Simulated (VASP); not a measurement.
Input of a VASP 6.6.1 run:

The input INCAR:

```
ALGO = Normal
EDIFF = 1E-6
ENCUT = 520
GGA = PS
ISIF = 2
ISMEAR = -1
LASPH = T
LCHARG = F
LREAL = F
LWAVE = F
NBANDS = 20
NELM = 80
PREC = Accurate
SIGMA = 0.03
```

KPOINTS

```
k-points
0
Gamma
  5 5 2
```

POSCAR

```
MoS2
1.0
    3.2274645616      0.0000000000      0.0000000000
   -1.6137322808      2.7950663001      0.0000000000
    0.0000000000      0.0000000000      6.3124734200
Mo S
1 2
Direct
    0.0000000000      0.0000000000      0.5000000000
    0.6666666667      0.3333333333      0.7446806800
    0.3333333333      0.6666666667      0.2553193200
```

Potentials or basis: VASP PAW PBE potentials, release 64 (Mo_sv, S).

Run with:

```console
$ cat potpaw_PBE.64/Mo_sv/POTCAR potpaw_PBE.64/S/POTCAR > POTCAR
$ mpirun -np 1 vasp_std > vasp.out
```

Q: Estimate the pressure.

A: -3.3 GPa.

Q: Predict the band gap on the k mesh.

A: Zero (band 13 reaches 6.69 eV, above the bottom of band 14 at 6.48 eV).

Forces in eV/Å, atoms in the order of the input:
```
Mo   0.000  0.000  0.000
S    0.000  0.000 -0.146
S    0.000  0.000  0.146
```

Caveat: the k points lie up to 0.50 Å⁻¹ apart; the PAW data sets were made with another functional, which shifts forces and pressure a little; this functional lacks dispersion, which binds the layers, so the pressure and a relaxed spacing across them are unreliable.
